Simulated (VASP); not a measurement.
Wanted: the native input for a VASP 6.6.1 run.

* Task: single point
* Functional: revPBE
* Potentials or basis: VASP PAW PBE potentials, release 64 (Fe)
* Cutoff: 520 eV
* k mesh: 13 × 13 × 13
* Occupations: fermi-dirac, width 0.05 eV
* Spin: collinear spin, ferromagnetic start
* Starting moments: [3.0] μB
* Dipole correction: no
* Further INCAR settings: ALGO = Fast; EDIFF = 1e-06; NBANDS = 14

The structure of Fe lies in POSCAR:

```
Fe
1.0
   -1.4430000000      1.4430000000      1.4430000000
    1.4430000000     -1.4430000000      1.4430000000
    1.4430000000      1.4430000000     -1.4430000000
Fe
1
Direct
    0.0000000000      0.0000000000      0.0000000000
```

The input as run:

INCAR

```
  ALGO = Fast
  EDIFF = 1E-6
  ENCUT = 520
  GGA = RE
  ISIF = 2
  ISMEAR = -1
  ISPIN = 2
  LASPH = True
  LCHARG = True
  LELF = True
  LMAXMIX = 4
  LORBIT = 11
  LREAL = False
  LVHAR = True
  LWAVE = False
  MAGMOM = 3
  NBANDS = 14
  NELM = 150
  PREC = Accurate
  SIGMA = 0.05
```

KPOINTS

```
k-points
0
Gamma
  13 13 13
```

Potentials or basis: VASP PAW PBE potentials, release 64 (Fe).

Run with:

```sh
$ cat potpaw_PBE.64/Fe/POTCAR > POTCAR
$ mpirun -np 1 vasp_std > vasp.out
```

Results of the run:

```yaml
Pressure: -4.8 GPa
Net_moment: 2.33 μB per cell
Site_moments: Fe +2.34 μB
Valence_electrons_inside_the_program's_atomic_spheres: Fe 7.15
```

Caveat: the PAW data sets were made with another functional, which shifts forces and pressure a little.

It took 32 s on 1 thread of Intel(R) Xeon(R) Platinum 8488C (Sapphire Rapids), on a shared host, peak memory 0.14 GiB.
